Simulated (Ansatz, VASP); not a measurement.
P3C2: VASP beside Ansatz

```
P C
1.0
     4.22397    0.00000    0.00000
    -2.11198    3.65806    0.00000
     0.00000    0.00000    5.15160
P C
3 2
Cartesian
  0.0000 0.0000 0.0000
  2.1120 1.2194 1.8014
  0.0000 2.4387 3.3502
  2.1120 1.2194 4.3128
  0.0000 2.4387 0.8388
```

Change from the starting cell: species swapped into the In3Pt2 type (P-3m1, No. 164).

Alike in both runs: task single point; functional PBE; k mesh 6 × 6 × 4; occupations gaussian, width 0.1 eV; no spin polarisation.

|  | VASP | Ansatz |
| --- | --- | --- |
| version | VASP 6.6.1 | Ansatz 0.2.0 |
| potentials or method | VASP PAW PBE potentials, release 64 (P, C), cutoff 520 eV | scalar-relativistic, plane waves, PAW |
| valence electrons in the cell | 23 | 23 |

```csv
,VASP,Ansatz,Ansatz less VASP
gap on the k mesh at the Fermi level (eV),none,none,-
pressure (GPa),-19.6,-19.5,+0.04
"traceless stress, the component that is largest in VASP (GPa)",-1.05,-1.05,+0.001
rms of the force components (eV/Å),0.459,0.458,-0.0010
```

Atom by atom the forces differ by 0.002 eV/Å (rms over components). A gap of «none» marks a metal or a gap that the smearing closes.
